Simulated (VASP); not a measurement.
# Be2ZnO3: single point with PBE

Be2ZnO3:

```
CELL_PARAMETERS angstrom
5.87108 0.00000 0.00000
-2.93554 5.08451 0.00000
0.00000 0.00000 3.15221
ATOMIC_POSITIONS crystal
Be 0.33333 0.66667 0.00000
Be 0.66667 0.33333 0.00000
Zn 0.00000 0.00000 0.50000
O 0.33333 0.66667 0.50000
O 0.66667 0.33333 0.50000
O 0.00000 0.00000 0.00000
```

- Program: VASP 6.6.1
- Task: single point
- Functional: PBE
- Potentials or basis: VASP PAW PBE potentials, release 64 (Be, Zn, O)
- Cutoff: 520 eV
- k mesh: 6 × 6 × 8
- Occupations: gaussian, width 0.02 eV
- Spin: no spin polarisation
- Dipole correction: no
- Further INCAR settings: ALGO = Normal; EDIFF = 1e-06; NBANDS = 26

- Pressure: 0.5 GPa
- Band gap on the k mesh: 2.00 eV, indirect (least direct gap 3.39 eV)

Stress tensor (GPa, compression positive):
```
-0.06  0.00  0.00
 0.00 -0.06  0.00
 0.00  0.00  1.73
```

Levels at points of the mesh, in eV from the valence-band top:
```csv
k point,band 13,band 14,band 15,band 16,band 17,band 18,band 19,band 20,band 21,band 22
"(0.00, 0.00, 0.00)",-2.99,-2.58,-2.58,-1.39,-1.39,2.00,6.87,6.87,6.91,7.25
"(0.50, 0.00, 0.00)",-2.96,-2.40,-1.94,-1.72,-1.55,3.83,4.14,5.61,6.63,9.14
"(0.00, 0.00, 0.50)",-1.46,-0.94,-0.94,-0.03,-0.03,4.48,4.48,5.79,6.95,6.95
"(0.50, 0.00, 0.50)",-1.05,-1.04,-0.80,-0.06,0.00,4.27,4.46,5.64,6.36,7.20
```

It took 3.3 min on 1 thread of AMD EPYC 7R13, on a shared host, peak memory 0.23 GiB.

A k mesh can miss the band edges. As with any semilocal functional, this PBE gap is likely too small.
